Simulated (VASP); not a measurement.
# Ti4O in VASP: further runs, part 2 of 2

VASP 6.6.1. Earlier steps stand in the parts before.

### 5 Single point, PBE

Contents of INCAR:

```
PREC = Accurate ; ENCUT = 520
EDIFF = 1E-6 ; ISMEAR = 0
SIGMA = 0.1 ; LREAL = False
LASPH = True ; NELM = 80
ALGO = Normal ; ISIF = 2
LWAVE = False ; LCHARG = False
LDIPOL = True ; IDIPOL = 3
DIPOL = 0.5 0.5 0.341 ; GGA = PE
NBANDS = 35
```

Contents of KPOINTS:

```
Automatic mesh
0
Gamma
  9 7 1
```

Contents of POSCAR:

```
Ti4O
1.0
    2.9075446938      0.0000000000      0.0000000000
    0.0000000000      4.1118891392      0.0000000000
    0.0000000000      0.0000000000     19.6535692687
Ti O
4 1
Direct
    0.5000000000      0.5000000000      0.2035253722
    0.0000000000      0.0000000000      0.2774952616
    0.5000000000      0.5000000000      0.3439484703
    0.0000000000      0.0000000000      0.4148645550
    0.5000000000      0.1000000000      0.4645117347
```

Potentials or basis: VASP PAW PBE potentials, release 64 (Ti_sv, O).

Started as:

```
cat potpaw_PBE.64/Ti_sv/POTCAR potpaw_PBE.64/O/POTCAR > POTCAR
mpirun -np 1 vasp_std > vasp.out
```

OUTCAR:

```text
PREC = Accurate
   ENCUT = 520
   EDIFF = 1E-6
   ISMEAR = 0
   LREAL = False
   LASPH = True
   NELM = 80
   ISIF = 2
   GGA = PE

 ion  position               nearest neighbor table
   1  0.500  0.500  0.204-   3 2.76   2 2.91   2 2.91   2 2.91   2 2.91
   2  0.000  0.000  0.277-   4 2.70   3 2.84   3 2.84   3 2.84   3 2.84   1 2.91   1 2.91   1 2.91
                             1 2.91
   3  0.500  0.500  0.344-   1 2.76   2 2.84   2 2.84   2 2.84   2 2.84   4 2.88   4 2.88   4 2.88
                             4 2.88
   4  0.000  0.000  0.415-   5 1.80   5 1.80   2 2.70   3 2.88   3 2.88   3 2.88   3 2.88
   5  0.500  0.100  0.465-   4 1.80   4 1.80

  LATTYP: Found a simple orthorhombic cell.
 ALAT       =     2.9075446938
 B/A-ratio  =     1.4142135624
 C/A-ratio  =     6.7595071920

  Lattice vectors:

 A1 = (   2.9075446938,   0.0000000000,   0.0000000000)
 A2 = (   0.0000000000,   4.1118891392,   0.0000000000)
 A3 = (   0.0000000000,   0.0000000000,  19.6535692687)

Analysis of symmetry for initial positions (statically):
=====================================================================
 Subroutine PRICEL returns:
 Original cell was already a primitive cell.

 Routine SETGRP: Setting up the symmetry group for a
 simple orthorhombic supercell.

 Subroutine GETGRP returns: Found  2 space group operations
 (whereof  2 operations were pure point group operations)
 out of a pool of  8 trial point group operations.

The static configuration has the point symmetry C_1h.

Analysis of symmetry for dynamics (positions and initial velocities):
=====================================================================
 Subroutine PRICEL returns:
 Original cell was already a primitive cell.

 Routine SETGRP: Setting up the symmetry group for a
 simple orthorhombic supercell.

 Subroutine GETGRP returns: Found  2 space group operations
 (whereof  2 operations were pure point group operations)
 out of a pool of  8 trial point group operations.

The dynamic configuration has the point symmetry C_1h.

 Subroutine INISYM returns: Found  2 space group operations
 (whereof  2 operations are pure point group operations),
 and found     1 'primitive' translations

----------------------------------------------------------------------------------------

                                     Primitive cell

  volume of cell :     234.9683

  direct lattice vectors                    reciprocal lattice vectors
     2.907544694  0.000000000  0.000000000     0.343932804  0.000000000  0.000000000
     0.000000000  4.111889139  0.000000000     0.000000000  0.243197218  0.000000000
     0.000000000  0.000000000 19.653569269     0.000000000  0.000000000  0.050881343

  length of vectors
     2.907544694  4.111889139 19.653569269     0.343932804  0.243197218  0.050881343

  position of ions in fractional coordinates (direct lattice)
     0.500000000  0.500000000  0.203525372
     0.000000000  0.000000000  0.277495262
     0.500000000  0.500000000  0.343948470
     0.000000000  0.000000000  0.414864555
     0.500000000  0.100000000  0.464511735

  ion indices of the primitive-cell ions
   primitive index   ion index
                 1           1
                 2           2
                 3           3
                 4           4
                 5           5

[... 48 lines left out ...]
   k-points           NKPTS =     20   k-points in BZ     NKDIM =     20   number of bands    NBANDS=     35
   number of dos      NEDOS =    301   number of ions     NIONS =      5
   total plane-waves  NPLWV = 115200
   dimension x,y,z NGX =    24 NGY =   32 NGZ =  150
   dimension x,y,z NGXF=    48 NGYF=   64 NGZF=  300
   ions per type =               4   1
   NGX,Y,Z   is equivalent  to a cutoff of  13.72, 12.94, 12.69 a.u.
   NGXF,Y,Z  is equivalent  to a cutoff of  27.45, 25.88, 25.38 a.u.
 SYSTEM =  unknown system
   PREC   = accura    normal or accurate (medium, high low for compatibility)
   ISTART =      0    job   : 0-new  1-cont  2-samecut
   ICHARG =      2    charge: 1-file 2-atom 10-const
   ISPIN  =      1    spin polarized calculation?
   LNONCOLLINEAR =      F non collinear calculations
   LSORBIT =      F    spin-orbit coupling
   LASPH  =      T    aspherical Exc in radial PAW
   ENCUT  =  520.0 eV  38.22 Ry    6.18 a.u.   5.41  7.65 36.54*2*pi/ulx,y,z
   NELM   =     80;   NELMIN=  2; NELMDL= -5     # of ELM steps
   EDIFF  = 0.1E-05   stopping-criterion for ELM
   LREAL  =      F    real-space projection
   EDIFFG = 0.1E-04   stopping-criterion for IOM
   NSW    =      0    number of steps for IOM
   IBRION =     -1    ionic relax: 0-MD 1-quasi-New 2-CG
   NFREE  =      0    steps in history (QN), initial steepest desc. (CG)
   ISIF   =      2    stress and relaxation
   ISYM   =      2    0-nonsym 1-usesym 2-fastsym
   POTIM  = 0.5000    time-step for ionic-motion
   TEBEG  =    0.0;   TEEND  =   0.0 temperature during run
   PSTRESS=    0.0 pullay stress
   NELECT =      54.0000    total number of electrons
   NUPDOWN=      -1.0000    fix difference up-down
   EMIN   =  10.00;   EMAX   =-10.00  energy-range for DOS
   EFERMI =   0.00;   METHOD = LEGACY
   ISMEAR =     0;   SIGMA  =   0.10  broadening in eV -4-tet -1-fermi 0-gaus
   EFERMI_NEDOS =   21; number of points for ismear=-14 and -15
   IALGO  =     38    algorithm
   IMIX   =      4    mixing-type and parameters
     AMIX     =   0.40;   BMIX     =  1.00
     AMIX_MAG =   1.60;   BMIX_MAG =  1.00
  volume/ion in A,a.u.               =      46.99       317.13
  Fermi-wavevector in a.u.,A,eV,Ry     =   1.002774  1.894968 13.681412  1.005555
  Thomas-Fermi vector in A             =   2.135283
   LORBIT       =      0    0 simple, 1 ext, 2 COOP (PROOUT), +10 PAW based schemes
   GGA     = PE    functional components
   LHFCALC =     F    Hartree Fock is set to
   AEXX    =    0.0000 exact exchange contribution
   IVDW    =     0    specifies the selected vdW correction
   LEPSILON=     F    determine dielectric tensor
   LRPA    =     F    only Hartree local field effects (RPA)
 non-spin polarized calculation
 Gauss-broadening in eV      SIGMA  =   0.10
  energy-cutoff  :      520.00
  volume of cell :      234.97
 maximum number of plane-waves:      6369
 NGX is ok and might be reduce to    24
   NGX = 11   NGY = 15   NGZ = 73

 dipolmoment           0.000000      0.000000     -0.172035 electrons x Angstroem

 number of electron      54.0000008 magnetization

 dipolmoment           0.000000      0.000000      0.137585 electrons x Angstroem

 Free energy of the ion-electron system (eV)
  ---------------------------------------------------
  ext. energy  EPLUGINS =         0.00000000
  ---------------------------------------------------
  free energy    TOTEN  =       -38.13599095 eV

  energy without entropy =      -38.10624281  energy(sigma->0) =      -38.12111688

 E-fermi :  -0.3601     XC(G=0):  -4.6335

 val. band max:       -0.3851506890   @ k =   0.2222   0.0000   0.0000
 cond. band min:      -0.3427114005   @ k =   0.3333   0.1429   0.0000
 fundamental gap:      0.0424392885
 Fermi energy:        -0.3600671674

 k-point     1 :       0.0000    0.0000    0.0000
  band No.  band energies     occupation
      1     -57.5009      2.00000
      2     -57.3925      2.00000
      3     -57.0430      2.00000
      4     -56.9397      2.00000
      5     -33.8666      2.00000
      6     -33.8025      2.00000
[... 749 lines left out ...]
     34       1.4564      0.00000
     35       1.6291      0.00000

------------------------ aborting loop because EDIFF is reached ----------------------------------------

 vacuum level on the upper side and lower side of the slab       (xc-potential included)         0.965        -1.121

  FORCE on cell =-STRESS in cart. coord.  units (eV):
  Direction    XX          YY          ZZ          XY          YZ          ZX
  --------------------------------------------------------------------------------------
  -------------------------------------------------------------------------------------
  Total        5.1249264     -0.7038962      1.1766251      0.0000000      0.4631245      0.0000000
  in kB       34.9453173     -4.7996543      8.0230496      0.0000000      3.1579053      0.0000000
  external PRESSURE =      12.7229042 kB  Pullay stress =       0.0000000 kB

 VOLUME and BASIS-vectors are now :
 -----------------------------------------------------------------------------
  energy-cutoff  :      520.00
  volume of cell :      234.97
      direct lattice vectors                 reciprocal lattice vectors
     2.907544694  0.000000000  0.000000000     0.343932804  0.000000000  0.000000000
     0.000000000  4.111889139  0.000000000     0.000000000  0.243197218  0.000000000
     0.000000000  0.000000000 19.653569269     0.000000000  0.000000000  0.050881343

 POSITION                                       TOTAL-FORCE (eV/Angst)
 -----------------------------------------------------------------------------------
      1.45377      2.05594      4.00000         0.000000      0.049496      0.373538
      0.00000      0.00000      5.45377         0.000000     -0.103682     -0.401134
      1.45377      2.05594      6.75982         0.000000     -0.118174     -1.139474
      0.00000      0.00000      8.15357         0.000000     -0.057017      1.068657
      1.45377      0.41119      9.12931         0.000000      0.229378      0.098414
 -----------------------------------------------------------------------------------
    total drift:                                0.000000     -0.000357      0.001267

  FREE ENERGIE OF THE ION-ELECTRON SYSTEM (eV)
  ---------------------------------------------------
  free  energy   TOTEN  =       -38.1359909516 eV

  energy  without entropy=      -38.1062428146  energy(sigma->0) =      -38.12111688

 vacuum level on the upper side and lower side of the slab         5.046         2.888
```

OSZICAR:

```text
N       E                     dE             d eps       ncg     rms          rms(c)
DAV:   1     0.660108617079E+03    0.66011E+03   -0.28908E+04  1624   0.150E+03
DAV:   2     0.617381938061E+02   -0.59837E+03   -0.58699E+03  1471   0.472E+02
DAV:   3    -0.314680321020E+02   -0.93206E+02   -0.91750E+02  2335   0.160E+02
[... 19 lines left out ...]
DAV:  23    -0.381359159374E+02   -0.42792E-04   -0.44438E-06  1480   0.135E-02    0.102E-02
DAV:  24    -0.381359469944E+02   -0.31057E-04   -0.46008E-06  1333   0.144E-02    0.466E-03
DAV:  25    -0.381359697405E+02   -0.22746E-04   -0.19739E-06  1167   0.661E-03    0.207E-03
DAV:  26    -0.381359882360E+02   -0.18496E-04   -0.30412E-06  1255   0.557E-03    0.116E-03
DAV:  27    -0.381359900991E+02   -0.18631E-05   -0.23729E-07  1013   0.275E-03    0.496E-04
DAV:  28    -0.381359909516E+02   -0.85244E-06   -0.11885E-07   983   0.171E-03
   1 F= -.38135991E+02 E0= -.38121117E+02  d E =-.297481E-01
```

stdout:

```text
POSCAR found type information on POSCAR TiO
 POSCAR found :  2 types and       5 ions
 scaLAPACK will be used
 LDA part: xc-table for (Slater+PW92), standard interpolation
 POSCAR, INCAR and KPOINTS ok, starting setup
 FFT: planning ... GRIDC
 FFT: planning ... GRID_SOFT
 FFT: planning ... GRID
 WAVECAR not read
 entering main loop
```

Wall time 5.2 min (1 thread of Intel Xeon 6975P-C, shared host); peak memory 0.4 GiB.

Results:

| Property | Result |
| --- | --- |
| Free energy | -38.1360 eV |
| Largest force | 1.146 eV/Å |
| Band gap on the k mesh | zero (band 27 reaches -0.01 eV, above the bottom of band 28 at -0.55 eV) |

Forces on the atoms (eV/Å):
```
Ti   0.000  0.049  0.374
Ti   0.000 -0.104 -0.401
Ti   0.000 -0.118 -1.139
Ti   0.000 -0.057  1.069
O    0.000  0.229  0.098
```

### 6 Single point, PBE

Contents of INCAR:

```
SYSTEM = Ti4O
PREC = Accurate ; ENCUT = 520
EDIFF = 1E-6 ; ISMEAR = 0
SIGMA = 0.1 ; LREAL = .False.
LASPH = .True. ; NELM = 60
ALGO = Normal ; ISIF = 2
LWAVE = .False. ; LCHARG = .False.
LDIPOL = .True. ; IDIPOL = 3
DIPOL = 0.5 0.5 0.334 ; GGA = PE
NBANDS = 35
```

Contents of KPOINTS:

```
regular mesh
0
Gamma
  9 7 1
  0 0 0
```

POSCAR: that of step 5 with these lines changed.

```diff
@@ -12,2 +12,2 @@
     0.0000000000      0.0000000000      0.4148645550
-    0.5000000000      0.1000000000      0.4645117347
+    0.1666666667      0.5000000000      0.4283058667
```

Potentials or basis: VASP PAW PBE potentials, release 64 (Ti_sv, O).

Started as:

```
cat potpaw_PBE.64/Ti_sv/POTCAR potpaw_PBE.64/O/POTCAR > POTCAR
mpirun -np 1 vasp_std > vasp.out
```

Wall time 5.7 min (1 thread of Intel Xeon 6975P-C, shared host); peak memory 0.4 GiB.

The run converged. Its results:

```yaml
Free_energy: -38.0605 eV
Largest_force: 1.452 eV/Å
Band_gap_on_the_k_mesh: zero (band 27 reaches 0.64 eV, above the bottom of band 28 at 0.58 eV)
```

Forces in eV/Å, atoms in the order of the input:
```
Ti  -0.048  0.000  0.167
Ti   0.170  0.000 -0.453
Ti   0.518  0.000 -0.190
Ti   0.810  0.000  0.406
O   -1.450  0.000  0.071
```

Levels at points of the mesh, in eV from the Fermi level:
```csv
k point,band 25,band 26,band 27,band 28,band 29,band 30
"(0.00, 0.00, 0.00)",-0.86,-0.41,0.04,0.15,0.33,0.67
```
